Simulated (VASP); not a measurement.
# MnO: single point with PBE+U

MnO:

```
Mn O
1.0
     4.44590    2.22295    2.22295
     2.22295    4.44590    2.22295
     2.22295    2.22295    4.44590
Mn O
2 2
Direct
  0.00000 0.00000 0.00000
  0.50000 0.50000 0.50000
  0.25000 0.25000 0.25000
  0.75000 0.75000 0.75000
```

```
Program             : VASP 6.6.1
Task                : single point
Functional          : PBE
Potentials or basis : VASP PAW PBE potentials, release 64 (Mn_pv, O)
Cutoff              : 520 eV
k mesh              : 8 × 8 × 8
Occupations         : gaussian, width 0.05 eV
Spin                : collinear spin, ferromagnetic start
Starting moments    : [4.5, 4.5, 0.0, 0.0] μB
Hubbard terms       : Mn d U = 3.9 eV
```

The pressure is 7.6 GPa, the band gap on the k mesh is 0.21 eV and the net moment is 10.00 μB per cell. The site moments are Mn +4.62; O +0.16 μB and the valence electrons inside the program's atomic spheres are Mn 11.35; O 5.01.

Levels at points of the mesh, in eV from the valence-band top:
Spin up:
```csv
k point,band 21,band 22,band 23,band 24,band 25,band 26,band 27,band 28
"(0.00, 0.00, 0.00)",-2.79,-2.54,0.00,0.00,0.21,4.17,8.48,12.52
"(0.50, 0.00, 0.00)",-1.58,-1.58,-1.28,-1.28,6.19,6.19,8.45,8.45
"(0.50, 0.50, 0.00)",-3.01,-2.54,0.00,0.00,4.17,5.63,8.48,8.65
"(0.50, 0.50, 0.50)",-1.03,-1.03,-1.03,-1.03,2.90,2.90,10.37,10.37
```
Spin down:
```
           k point  band 10  band 11  band 12  band 13  band 14  band 15  band 16  band 17  band 18  band 19
(0.00, 0.00, 0.00)    -3.69    -3.69    -2.48    -2.48    -2.48     1.58     3.18     3.18     3.18     3.77
(0.50, 0.00, 0.00)    -5.65    -4.24    -4.24    -3.59    -3.59     2.74     2.74     4.60     4.60     4.83
(0.50, 0.50, 0.00)    -5.61    -3.69    -3.69    -3.48    -3.48     1.28     4.28     4.43     4.49     4.58
(0.50, 0.50, 0.50)    -4.84    -3.15    -3.15    -3.15    -3.15     3.21     3.21     3.84     3.84     3.84
```

Eigenvalues of the final occupation matrices:
```
    site  spin  trace               eigenvalues
site 1 d     1   4.78  0.94 0.94 0.94 0.98 0.98
site 1 d     2   0.20  0.02 0.02 0.02 0.07 0.07
site 2 d     1   4.78  0.94 0.94 0.94 0.98 0.98
site 2 d     2   0.20  0.02 0.02 0.02 0.07 0.07
```

Wall time 2 min on 1 thread of Intel(R) Xeon(R) 6975P-C (Granite Rapids), on a shared host, peak memory 0.35 GiB.

Caveat: the cell stands under pressure; semilocal functionals underestimate gaps, and a narrow one can read as zero; the run started ferromagnetic, and an antiferromagnetic order may lie lower in energy. A k mesh can miss the band edges.
